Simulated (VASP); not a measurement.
Here is a VASP 6.6.1 calculation.

Contents of INCAR:

```
PREC = Accurate ; ENCUT = 600
EDIFF = 1E-7 ; ISMEAR = -1
SIGMA = 0.08 ; LREAL = F
LASPH = T ; NELM = 100
ALGO = Normal ; ISIF = 3
LWAVE = F ; LCHARG = F
GGA = PE ; IBRION = 2
NSW = 100 ; EDIFFG = -0.005
```

Contents of KPOINTS:

```
Automatic mesh
0
Gamma
  16 16 16
```

Contents of POSCAR:

```
KF
1.0
    0.0000000000      2.2416464728      2.2416464728
    2.2416464728      0.0000000000      2.2416464728
    2.2416464728      2.2416464728      0.0000000000
K F
1 1
Direct
    0.0000000000      0.0000000000      0.0000000000
    0.5000000000      0.5000000000      0.5000000000
```

Potentials or basis: VASP PAW PBE potentials, release 64 (K_sv, F).

Command:

```sh
$ cat potpaw_PBE.64/K_sv/POTCAR potpaw_PBE.64/F/POTCAR > POTCAR
$ mpirun -np 1 vasp_std > vasp.out
```

What does it give for the band gap on the k mesh?

6.29 eV.

What does it give for the relaxed cell?

a = 3.751 Å, b = 3.751 Å, c = 3.751 Å, α = 60.00°, β = 60.00°, γ = 60.00°.

Predict the relaxed volume.

18.66 Å³/atom.

The path:
| step | energy change (eV) | largest force (eV/Å) | pressure (GPa) | volume (Å³) |
| --- | --- | --- | --- | --- |
| 1 | 0.0000 | 0.0000 | 68.28 | 22.53 |
| 2 | -1.9509 | 0.0000 | -6.16 | 42.08 |
| 3 | -2.0394 | 0.0000 | 2.05 | 36.03 |
| 4 | -2.0474 | 0.0000 | -0.01 | 37.31 |

Caveat: the volume moved by over 15 % at a fixed basis, so the end points are rough. A k mesh can miss the band edges.
